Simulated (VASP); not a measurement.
Crystal: Sn5GeSe6.

```
CELL_PARAMETERS angstrom
4.26513 0.00000 0.00000
0.00000 4.26513 0.00000
0.00000 0.00000 18.09542
ATOMIC_POSITIONS crystal
Sn 0.00000 0.00000 0.83333
Sn 0.50000 0.50000 0.00000
Sn 0.00000 0.00000 0.16667
Sn 0.50000 0.50000 0.33333
Sn 0.50000 0.50000 0.66667
Ge 0.00000 0.00000 0.50000
Se 0.00000 0.00000 0.00000
Se 0.50000 0.50000 0.16667
Se 0.00000 0.00000 0.33333
Se 0.50000 0.50000 0.50000
Se 0.00000 0.00000 0.66667
Se 0.50000 0.50000 0.83333
```

* Program: VASP 6.6.1
* Task: relaxation of cell and atoms
* Functional: PBE
* Potentials or basis: VASP PAW PBE potentials, release 64 (Sn_d, Ge_d, Se)
* Cutoff: 500 eV
* k mesh: 8 × 8 × 2
* Occupations: gaussian, width 0.02 eV
* Spin: no spin polarisation

At the start: pressure -0.7 GPa; volume 27.43 Å³/atom.

**Question.** Where does the relaxation end?

**Answer.** Over 16 steps the energy falls by 6.1 meV/atom and the volume is 27.04 Å³/atom (-1.4 %); space group P4/mmm (No. 123, to 0.1 Å) before and after.

Step by step:
```
step  energy change (eV)  largest force (eV/Å)  pressure (GPa)  volume (Å³)
   1              0.0000                0.3173           -0.70       329.18
   2             -0.0221                0.2990            0.13       323.48
   3             -0.0228                0.2945            0.32       322.31
   4             -0.0374                0.2453            0.27       322.49
   5             -0.0654                0.0888            0.19       323.04
   6             -0.0393                0.3009            0.18       324.14
   7             -0.0699                0.0545            0.16       323.33
   8             -0.0704                0.0356           -0.23       325.84
   9             -0.0715                0.0426           -0.05       324.70
  10             -0.0723                0.0321            0.00       324.36
  11             -0.0727                0.0148            0.09       323.75
  12             -0.0730                0.0145            0.07       323.92
  13             -0.0732                0.0192            0.02       324.24
  14             -0.0732                0.0175            0.02       324.20
  15             -0.0733                0.0134            0.01       324.29
  16             -0.0733                0.0072           -0.02       324.47
```

Final structure:
```
CELL_PARAMETERS angstrom
4.24523 0.00000 0.00000
0.00000 4.24523 0.00000
0.00000 0.00000 18.00393
ATOMIC_POSITIONS crystal
Sn 0.00000 0.00000 0.83167
Sn 0.50000 0.50000 0.00000
Sn 0.00000 0.00000 0.16833
Sn 0.50000 0.50000 0.33765
Sn 0.50000 0.50000 0.66235
Ge 0.00000 0.00000 0.50000
Se 0.00000 0.00000 0.00000
Se 0.50000 0.50000 0.16727
Se 0.00000 0.00000 0.34123
Se 0.50000 0.50000 0.50000
Se 0.00000 0.00000 0.65877
Se 0.50000 0.50000 0.83273
```
